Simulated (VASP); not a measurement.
# Si (Fd-3m) in VASP: settings compared

The runs below take Si through single point, relaxation of cell and atoms, with r2SCAN+D4, PBEsol.

Program: VASP 6.6.1. These are calculated values, not measurements. Logs are shortened: lines on timing, memory, paths and dates and some standing lists are left out, and cuts for length are marked.

## Step 1: The cell of the first run

The structure is cubic, space group Fd-3m (No. 227). The conventional cell has a = 5.550 Å, b = 5.550 Å, c = 5.550 Å, α = 90.00°, β = 90.00°, γ = 90.00°. Within 3.2 Å of Si (site symmetry -43m) lie 4 Si at 2.40 Å.

## Step 2: Single point, r2SCAN+D4

POSCAR

```
Si
1.0
    0.0000000000      2.7752343705      2.7752343705
    2.7752343705      0.0000000000      2.7752343705
    2.7752343705      2.7752343705      0.0000000000
Si
2
Direct
    0.5000000000      0.5000000000      0.5000000000
    0.7500000000      0.7500000000      0.7500000000
```

INCAR.step1

```
SYSTEM = Si
PREC = Accurate
ENCUT = 520
ISMEAR = -1
SIGMA = 0.05
LREAL = .FALSE.
LASPH = .TRUE.
NELM = 80
NBANDS = 11
GGA = PE
ALGO = Normal
EDIFF = 1E-4
LWAVE = .TRUE.
LCHARG = .FALSE.
```

INCAR.step2

```
SYSTEM = Si
PREC = Accurate
ENCUT = 520
EDIFF = 1E-6
ISMEAR = -1
SIGMA = 0.05
LREAL = .FALSE.
LASPH = .TRUE.
NELM = 80
ALGO = Normal
ISIF = 2
LWAVE = .FALSE.
LCHARG = .TRUE.
METAGGA = R2SCAN
LMIXTAU = .TRUE.
IVDW = 13
VDW_S6 = 1.0
VDW_S8 = 0.6018749
VDW_A1 = 0.51559235
VDW_A2 = 5.77342911
LELF = .TRUE.
LVHAR = .TRUE.
NBANDS = 11
ISTART = 1
```

KPOINTS

```
regular mesh
0
G
  8 8 8
  0 0 0
```

Potentials or basis: VASP PAW PBE potentials, release 64 (Si).

Started as:

```console
$ cat potpaw_PBE.64/Si/POTCAR > POTCAR
$ cp INCAR.step1 INCAR
$ mpirun -np 1 vasp_std > vasp.out
$ cp INCAR.step2 INCAR
$ mpirun -np 1 vasp_std > vasp.out
```

OUTCAR:

```text
SYSTEM = Si
   PREC = Accurate
   ENCUT = 520
   EDIFF = 1E-6
   ISMEAR = -1
   LREAL = .FALSE.
   LASPH = .TRUE.
   NELM = 80
   ISIF = 2
   METAGGA = R2SCAN
   IVDW = 13
   ISTART = 1

 ion  position               nearest neighbor table
   1  0.500  0.500  0.500-   2 2.40   2 2.40   2 2.40   2 2.40
   2  0.750  0.750  0.750-   1 2.40   1 2.40   1 2.40   1 2.40

  LATTYP: Found a face centered cubic cell.
 ALAT       =     5.5504687410

  Lattice vectors:

 A1 = (   0.0000000000,   2.7752343705,   2.7752343705)
 A2 = (   2.7752343705,   0.0000000000,   2.7752343705)
 A3 = (   2.7752343705,   2.7752343705,   0.0000000000)

Analysis of symmetry for initial positions (statically):
=====================================================================
 Subroutine PRICEL returns:
 Original cell was already a primitive cell.

 Routine SETGRP: Setting up the symmetry group for a
 face centered cubic supercell.

 Subroutine GETGRP returns: Found 48 space group operations
 (whereof 24 operations were pure point group operations)
 out of a pool of 48 trial point group operations.

The static configuration has the point symmetry T_d .
 The point group associated with its full space group is O_h .

Analysis of symmetry for dynamics (positions and initial velocities):
=====================================================================
 Subroutine PRICEL returns:
 Original cell was already a primitive cell.

 Routine SETGRP: Setting up the symmetry group for a
 face centered cubic supercell.

 Subroutine GETGRP returns: Found 48 space group operations
 (whereof 24 operations were pure point group operations)
 out of a pool of 48 trial point group operations.

The dynamic configuration has the point symmetry T_d .
 The point group associated with its full space group is O_h .

 Subroutine INISYM returns: Found 48 space group operations
 (whereof 24 operations are pure point group operations),
 and found     1 'primitive' translations

----------------------------------------------------------------------------------------

                                     Primitive cell

  volume of cell :      42.7493

  direct lattice vectors                    reciprocal lattice vectors
     0.000000000  2.775234371  2.775234371    -0.180164964  0.180164964  0.180164964
     2.775234371  0.000000000  2.775234371     0.180164964 -0.180164964  0.180164964
     2.775234371  2.775234371  0.000000000     0.180164964  0.180164964 -0.180164964

  length of vectors
     3.924774086  3.924774086  3.924774086     0.312054871  0.312054871  0.312054871

  position of ions in fractional coordinates (direct lattice)
     0.500000000  0.500000000  0.500000000
     0.750000000  0.750000000  0.750000000

  ion indices of the primitive-cell ions
   primitive index   ion index
                 1           1
                 2           2

----------------------------------------------------------------------------------------

 KPOINTS: regular mesh

Automatic generation of k-mesh.
 Grid dimensions read from file:
 generate k-points for:    8    8    8

 Generating k-lattice:

  Cartesian coordinates                     Fractional coordinates (reciprocal lattice)
    -0.022520620  0.022520620  0.022520620     0.125000000  0.000000000  0.000000000
     0.022520620 -0.022520620  0.022520620     0.000000000  0.125000000  0.000000000
     0.022520620  0.022520620 -0.022520620     0.000000000  0.000000000  0.125000000

  Length of vectors
     0.039006859  0.039006859  0.039006859

  Shift w.r.t. Gamma in fractional coordinates (k-lattice)
     0.000000000  0.000000000  0.000000000

 Subroutine IBZKPT returns following result:
 ===========================================

 Found     29 irreducible k-points:

 Following reciprocal coordinates:
            Coordinates               Weight
  0.000000  0.000000  0.000000      1.000000
  0.125000  0.000000  0.000000      8.000000
  0.250000  0.000000  0.000000      8.000000
  0.375000  0.000000  0.000000      8.000000
  0.500000  0.000000  0.000000      4.000000
  0.125000  0.125000  0.000000      6.000000
[... 16 lines left out ...]
  0.500000  0.250000  0.125000     48.000000
 -0.375000  0.250000  0.125000     24.000000
 [... further k-points ...]
   k-points           NKPTS =     29   k-points in BZ     NKDIM =     29   number of bands    NBANDS=     11
   number of dos      NEDOS =    301   number of ions     NIONS =      2
   total plane-waves  NPLWV =  27000
   dimension x,y,z NGX =    30 NGY =   30 NGZ =   30
   dimension x,y,z NGXF=    60 NGYF=   60 NGZF=   60
   ions per type =               2
   NGX,Y,Z   is equivalent  to a cutoff of  12.71, 12.71, 12.71 a.u.
   NGXF,Y,Z  is equivalent  to a cutoff of  25.41, 25.41, 25.41 a.u.
 SYSTEM =  Si
   PREC   = accura    normal or accurate (medium, high low for compatibility)
   ISTART =      1    job   : 0-new  1-cont  2-samecut
   ICHARG =      0    charge: 1-file 2-atom 10-const
   ISPIN  =      1    spin polarized calculation?
   LNONCOLLINEAR =      F non collinear calculations
   LSORBIT =      F    spin-orbit coupling
   LASPH  =      T    aspherical Exc in radial PAW
   ENCUT  =  520.0 eV  38.22 Ry    6.18 a.u.   7.30  7.30  7.30*2*pi/ulx,y,z
   NELM   =     80;   NELMIN=  2; NELMDL=  0     # of ELM steps
   EDIFF  = 0.1E-05   stopping-criterion for ELM
   LREAL  =      F    real-space projection
   EDIFFG = 0.1E-04   stopping-criterion for IOM
   NSW    =      0    number of steps for IOM
   IBRION =     -1    ionic relax: 0-MD 1-quasi-New 2-CG
   NFREE  =      0    steps in history (QN), initial steepest desc. (CG)
   ISIF   =      2    stress and relaxation
   ISYM   =      2    0-nonsym 1-usesym 2-fastsym
   POTIM  = 0.5000    time-step for ionic-motion
   TEBEG  =    0.0;   TEEND  =   0.0 temperature during run
   PSTRESS=    0.0 pullay stress
   NELECT =       8.0000    total number of electrons
   NUPDOWN=      -1.0000    fix difference up-down
   EMIN   =  10.00;   EMAX   =-10.00  energy-range for DOS
   EFERMI =   0.00;   METHOD = LEGACY
   ISMEAR =    -1;   SIGMA  =   0.05  broadening in eV -4-tet -1-fermi 0-gaus
   EFERMI_NEDOS =   21; number of points for ismear=-14 and -15
   IALGO  =     38    algorithm
   IMIX   =      4    mixing-type and parameters
     AMIX     =   0.40;   BMIX     =  1.00
     AMIX_MAG =   1.60;   BMIX_MAG =  1.00
  volume/ion in A,a.u.               =      21.37       144.24
  Fermi-wavevector in a.u.,A,eV,Ry     =   0.936401  1.769541 11.930223  0.876847
  Thomas-Fermi vector in A             =   2.063407
   LORBIT       =      0    0 simple, 1 ext, 2 COOP (PROOUT), +10 PAW based schemes
   METAGGA = R2SCAN    functional components
   LHFCALC =     F    Hartree Fock is set to
   AEXX    =    0.0000 exact exchange contribution
   IVDW    =    13    specifies the selected vdW correction
   LEPSILON=     F    determine dielectric tensor
   LRPA    =     F    only Hartree local field effects (RPA)
 non-spin polarized calculation
  energy-cutoff  :      520.00
  volume of cell :       42.75
 maximum number of plane-waves:      1174
 NGX is ok and might be reduce to    30
   NGX = 15   NGY = 15   NGZ = 15

 number of electron       8.0000000 magnetization

 Free energy of the ion-electron system (eV)
  ---------------------------------------------------
  ext. energy  EPLUGINS =         0.00000000
  ---------------------------------------------------
  free energy    TOTEN  =       -17.50455000 eV

  energy without entropy =      -17.50454797  energy(sigma->0) =      -17.50454899

 E-fermi :   5.5273     XC(G=0):  -9.5961

 val. band max:        5.0915673727   @ k =   0.0000   0.0000   0.0000
 cond. band min:       6.0007806680   @ k =   0.3750   0.3750   0.0000
 fundamental gap:      0.9092132953
 Fermi energy:         5.5273457624

 k-point     1 :       0.0000    0.0000    0.0000
  band No.  band energies     occupation
      1      -6.9817      2.00000
      2       5.0916      1.99967
      3       5.0916      1.99967
      4       5.0916      1.99967
      5       7.8168      0.00000
      6       7.8168      0.00000
      7       7.8168      0.00000
      8       8.2878      0.00000
      9      13.1848      0.00000
     10      13.1848      0.00000
     11      13.4932      0.00000

 k-point     2 :       0.1250    0.0000    0.0000
  band No.  band energies     occupation
      1      -6.7786      2.00000
      2       3.4750      2.00000
      3       4.8056      2.00000
      4       4.8056      2.00000
      5       7.6922      0.00000
      6       8.2392      0.00000
      7       8.2392      0.00000
      8       9.7572      0.00000
      9      12.7309      0.00000
     10      12.7309      0.00000
     11      14.2523      0.00000

 k-point     3 :       0.2500    0.0000    0.0000
  band No.  band energies     occupation
      1      -6.1873      2.00000
      2       1.1393      2.00000
      3       4.3301      2.00000
      4       4.3301      2.00000
      5       7.2164      0.00000
      6       8.7903      0.00000
      7       8.7903      0.00000
      8      12.0744      0.00000
      9      12.6900      0.00000
     10      12.6900      0.00000
     11      14.5524      0.00000
[... 267 lines left out ...]
 k-point    23 :       0.5000    0.2500    0.1250
  band No.  band energies     occupation
      1      -4.7846      2.00000
      2      -0.8291      2.00000
      3       1.8291      2.00000
      4       3.1884      2.00000
      5       8.1968      0.00000
      6       8.8742      0.00000
      7      10.3693      0.00000
      8      11.2594      0.00000
      9      14.4187      0.00000
     10      15.1371      0.00000
     11      17.5275      0.00000

 k-point    24 :      -0.3750    0.2500    0.1250
  band No.  band energies     occupation
      1      -4.1545      2.00000
      2      -1.7465      2.00000
      3       1.6912      2.00000
      4       2.9659      2.00000
      5       8.3292      0.00000
      6       8.5336      0.00000
      7      11.2149      0.00000
      8      12.5308      0.00000
      9      12.7319      0.00000
     10      16.0946      0.00000
     11      17.0894      0.00000

 [... further k-points ...]

------------------------ aborting loop because EDIFF is reached ----------------------------------------

  DFT-D4 for vdW energy calculation

  Edisp (eV):   -0.22536

  FORCE on cell =-STRESS in cart. coord.  units (eV):
  Direction    XX          YY          ZZ          XY          YZ          ZX
  --------------------------------------------------------------------------------------
  -------------------------------------------------------------------------------------
  Total      -1.55710    -1.55710    -1.55710    -0.00000     0.00000     0.00000
  in kB     -58.35774   -58.35774   -58.35774    -0.00000     0.00000     0.00000
  external pressure =      -58.36 kB  Pullay stress =        0.00 kB

 VOLUME and BASIS-vectors are now :
 -----------------------------------------------------------------------------
  energy-cutoff  :      520.00
  volume of cell :       42.75
      direct lattice vectors                 reciprocal lattice vectors
     0.000000000  2.775234371  2.775234371    -0.180164964  0.180164964  0.180164964
     2.775234371  0.000000000  2.775234371     0.180164964 -0.180164964  0.180164964
     2.775234371  2.775234371  0.000000000     0.180164964  0.180164964 -0.180164964

 POSITION                                       TOTAL-FORCE (eV/Angst)
 -----------------------------------------------------------------------------------
      2.77523      2.77523      2.77523        -0.000000     -0.000000     -0.000000
      4.16285      4.16285      4.16285         0.000000      0.000000      0.000000
 -----------------------------------------------------------------------------------
    total drift:                                0.000000     -0.000000     -0.000000

  FREE ENERGIE OF THE ION-ELECTRON SYSTEM (eV)
  ---------------------------------------------------
  free  energy   TOTEN  =       -17.7299123260 eV

  energy  without entropy=      -17.7299102964  energy(sigma->0) =      -17.72991131
```

Wall time 38 s (1 thread of Intel Xeon Platinum 8488C (Sapphire Rapids), shared host); peak memory 0.16 GiB.

What came out:

| Quantity | Value |
| --- | --- |
| Free energy | -17.7299 eV |
| Pressure | -5.8 GPa |
| Band gap on the k mesh | 0.91 eV, indirect (least direct gap 2.73 eV) |
| Dispersion energy per atom | -0.113 eV |

Levels at points of the mesh, in eV from the valence-band top:
```tsv
k point	band 1	band 2	band 3	band 4	band 5	band 6	band 7	band 8
(0.00, 0.00, 0.00)	-12.07	0.00	0.00	0.00	2.73	2.73	2.73	3.20
(0.50, 0.00, 0.00)	-9.79	-6.96	-1.21	-1.21	1.63	3.61	3.61	8.22
(0.50, 0.50, 0.00)	-7.95	-7.95	-2.84	-2.84	1.04	1.04	10.29	10.29
```

Caveat: the PAW data sets were made with another functional, which shifts forces and pressure a little.

## Step 3: Relaxation of cell and atoms, PBEsol

This run uses another cell than the first one, of 20.16 Å³/atom, 0.943 times its volume.

INCAR

```
SYSTEM = Si
PREC = Accurate ; ENCUT = 600
EDIFF = 1E-7 ; ISMEAR = -1
SIGMA = 0.05 ; LREAL = .False.
LASPH = .True. ; NELM = 60
ALGO = Normal ; ISIF = 3
LWAVE = .False. ; LCHARG = .False.
GGA = PS ; IBRION = 2
NSW = 60 ; EDIFFG = -0.01
```

KPOINTS

```
regular mesh
0
Gamma
  8 8 8
  0 0 0
```

POSCAR

```
Si
1.0
    0.0000000000      2.7218511865      2.7218511865
    2.7218511865      0.0000000000      2.7218511865
    2.7218511865      2.7218511865      0.0000000000
Si
2
Direct
    0.5000000000      0.5000000000      0.5000000000
    0.7500000000      0.7500000000      0.7500000000
```

Potentials or basis: VASP PAW PBE potentials, release 64 (Si).

Started as:

```console
$ cat potpaw_PBE.64/Si/POTCAR > POTCAR
$ mpirun -np 1 vasp_std > vasp.out
```

Wall time 11 s (1 thread of Intel Xeon Platinum 8488C (Sapphire Rapids), shared host); peak memory 0.17 GiB.

It converged, with:

* Free energy: -11.4891 eV
* Relaxed volume: 20.08 Å³/atom
* Relaxed cell: a = 3.844 Å, b = 3.844 Å, c = 3.844 Å, α = 60.00°, β = 60.00°, γ = 60.00°
* Space group after relaxing (to 0.05 Å): Fd-3m (No. 227)
* Energy gained by relaxing: 0.1 meV/atom
* Ionic steps: 3
* Pressure after relaxing: 0.0 GPa
* Band gap on the k mesh: 0.51 eV, indirect (least direct gap 2.52 eV)

The path:
```
step  energy change (eV)  largest force (eV/Å)  pressure (GPa)  volume (Å³)
   1              0.0000                0.0000           -0.40        40.33
   2             -0.0001                0.0000            0.28        40.04
   3             -0.0002                0.0000            0.01        40.16
```

Final structure:
```
Si
1.0
     0.00000    2.71792    2.71792
     2.71792    0.00000    2.71792
     2.71792    2.71792    0.00000
Si
2
Direct
  0.50000 0.50000 0.50000
  0.75000 0.75000 0.75000
```

Levels at points of the mesh, in eV from the valence-band top:
| k point | band 1 | band 2 | band 3 | band 4 | band 5 | band 6 | band 7 | band 8 |
| --- | --- | --- | --- | --- | --- | --- | --- | --- |
| (0.00, 0.00, 0.00) | -11.97 | 0.00 | 0.00 | 0.00 | 2.52 | 2.52 | 2.52 | 3.29 |
| (0.50, 0.00, 0.00) | -9.63 | -7.00 | -1.20 | -1.20 | 1.46 | 3.27 | 3.27 | 7.51 |
| (0.50, 0.50, 0.00) | -7.82 | -7.82 | -2.87 | -2.87 | 0.59 | 0.59 | 10.04 | 10.04 |

Caveat: the PAW data sets were made with another functional, which shifts forces and pressure a little.
